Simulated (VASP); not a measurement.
SrO: single point with r2SCAN

Crystal: SrO.

```
Sr O
1.0
     0.00000    2.61409    2.61409
     2.61409    0.00000    2.61409
     2.61409    2.61409    0.00000
Sr O
1 1
Direct
  0.00000 0.00000 0.00000
  0.50000 0.50000 0.50000
```

```
Program                : VASP 6.6.1
Task                   : single point
Functional             : r2SCAN
Potentials or basis    : VASP PAW PBE potentials, release 64 (Sr_sv, O)
Cutoff                 : 520 eV
k mesh                 : 8 × 8 × 8
Occupations            : fermi-dirac, width 0.1 eV
Spin                   : no spin polarisation
Dipole correction      : no
Further INCAR settings : ALGO = Normal; EDIFF = 1e-07; NBANDS = 15
```

```json
{
 "Pressure": "-2.9 GPa",
 "Band gap on the k mesh": "3.76 eV, indirect (least direct gap 3.88 eV)"
}
```

Levels at points of the mesh, in eV from the valence-band top:
| k point | band 6 | band 7 | band 8 | band 9 | band 10 | band 11 |
| --- | --- | --- | --- | --- | --- | --- |
| (0.00, 0.00, 0.00) | 0.00 | 0.00 | 0.00 | 4.30 | 6.66 | 6.66 |
| (0.50, 0.00, 0.00) | -2.02 | -1.04 | -1.04 | 6.89 | 8.67 | 9.19 |
| (0.50, 0.50, 0.00) | -0.51 | -0.12 | -0.12 | 3.76 | 8.14 | 10.59 |

It took 80 s on 1 thread of Intel(R) Xeon(R) Platinum 8488C (Sapphire Rapids), with other jobs on the host, peak memory 0.17 GiB.

Caveat: the PAW data sets were made with another functional, which shifts forces and pressure a little. r2SCAN opens gaps a little over a GGA but as a rule still falls short of measured ones.
